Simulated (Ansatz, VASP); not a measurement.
## GaN: VASP beside Ansatz

File INCAR:

```
SYSTEM = GaN
PREC = Accurate
ENCUT = 520
EDIFF = 1E-6
ISMEAR = 0
SIGMA = 0.01
LREAL = .FALSE.
LASPH = .TRUE.
NELM = 100
ALGO = Normal
ISIF = 2
LWAVE = .FALSE.
LCHARG = .FALSE.
GGA = PS
NBANDS = 16
```

Contents of KPOINTS:

```
regular mesh
0
G
  6 6 6
  0 0 0
```

POSCAR

```
GaN
1.0
   -0.0100100000      2.2853100000      2.2901200000
    2.2223800000      0.0097100000      2.2704000000
    2.2413900000      2.2845900000     -0.0092900000
Ga N
1 1
Direct
    0.9866100000      0.9660700000      0.0127900000
    0.7524800000      0.7035100000      0.7684800000
```

Input for Ansatz:

```yaml
crystal:
  lattice:
    - [-0.01001, 2.28531, 2.29012]
    - [2.22238, 0.00971, 2.2704]
    - [2.24139, 2.28459, -0.00929]
  atoms:
    - { symbol: Ga, position: [0.98661, 0.96607, 0.01279] }
    - { symbol: "N", position: [0.75248, 0.70351, 0.76848] }
basis:
  ecutwfc: 540.0
  xc_grid: 2
kpoints:
  mp_grid:
    grid: [6, 6, 6]
hamiltonian:
  xc: pbesol
scf:
  convergence:
    dr2_threshold: 1.0e-09
  occupations:
    method: fixed
output:
  forces: true
  stress: true
```

Alike in both runs: task single point; functional PBEsol; k mesh 6 × 6 × 6; no spin polarisation.

|  | VASP | Ansatz |
| --- | --- | --- |
| version | VASP 6.6.1 | Ansatz 0.2.0 |
| potentials or method | VASP PAW PBE potentials, release 64 (Ga_d, N), cutoff 520 eV | plane waves, PAW |
| occupations | gaussian, width 0.01 eV | fixed |
| valence electrons in the cell | 18 | 18 |

VASP gave:

| Item | Value |
| --- | --- |
| pressure (GPa) | -4.0 |
| traceless stress, the component that is largest in VASP (GPa) | 4.64 |
| rms of the force components (eV/Å) | 0.389 |

What did Ansatz give for the same quantities?

Pressure (GPa): -3.9; traceless stress, the component that is largest in VASP (GPa): 4.72; rms of the force components (eV/Å): 0.396.

VASP's potentials were made for PBE, not for PBEsol. Atom by atom the forces differ by 0.007 eV/Å (rms over components). Ansatz's warnings: stress scf threshold loose.
